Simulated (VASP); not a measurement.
The system is RbBr.

```xyz
2
Lattice="4.1261 0.0000 0.0000 0.0000 4.1261 0.0000 0.0000 0.0000 4.1261" Properties=species:S:1:pos:R:3 pbc="T T T"
Rb    0.0000    0.0000    0.0000
Br    2.0630    2.0630    2.0630
```

Base run:

* Program: VASP 6.6.1
* Functional: LDA
* Potentials or basis: VASP PAW LDA potentials, release 64 (Rb_sv, Br)
* Cutoff: 520 eV
* k mesh: 8 × 8 × 8
* Occupations: gaussian, width 0.05 eV
* Spin: no spin polarisation

Its results: band gap on the k mesh 3.69 eV, indirect (least direct gap 3.85 eV); pressure -1.9 GPa.

Question: The run is repeated on the same cell with these changes: functional from LDA to PBEsol; potentials or basis from VASP PAW LDA potentials, release 64 (Rb_sv, Br) to VASP PAW PBE potentials, release 64 (Rb_sv, Br). What comes out?

Answer: Band gap on the k mesh 3.90 eV, indirect (least direct gap 4.06 eV); pressure -0.6 GPa.

Caveats: the PAW data sets were made with another functional, which shifts forces and pressure a little (some runs).

A k mesh can miss the band edges.
